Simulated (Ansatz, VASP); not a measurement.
**Two plane-wave programs on AlGa2N3**

```
CELL_PARAMETERS angstrom
3.40267 0.00000 0.00000
-1.70134 2.94680 0.00000
0.00000 0.00000 8.33481
ATOMIC_POSITIONS crystal
Al 0.00000 0.00000 0.50000
Ga 0.33333 0.66667 0.16667
Ga 0.66667 0.33333 0.83333
N 0.33333 0.66667 0.66667
N 0.66667 0.33333 0.33333
N 0.00000 0.00000 0.00000
```

Alike in both runs: task single point; functional PBE; k mesh 6 × 6 × 2; occupations gaussian, width 0.1 eV; no spin polarisation.

|  | VASP | Ansatz |
| --- | --- | --- |
| version | VASP 6.6.1 | Ansatz 0.2.0 |
| potentials or method | VASP PAW PBE potentials, release 64 (Al, Ga_d, N), cutoff 520 eV | scalar-relativistic, plane waves, PAW |
| valence electrons in the cell | 44 | 44 |

|  | VASP | Ansatz | Ansatz less VASP |
| --- | --- | --- | --- |
| gap on the k mesh at the Fermi level (eV) | none | none | - |
| rms of the force components (eV/Å) | 0.219 | 0.215 | -0.0042 |

Atom by atom the forces differ by 0.004 eV/Å (rms over components). A gap of «none» marks a metal or a gap that the smearing closes. With one functional, cell and mesh, what is left measures potentials, basis and numerics.

The k mesh is coarse, so the values compare programs but aren't converged.
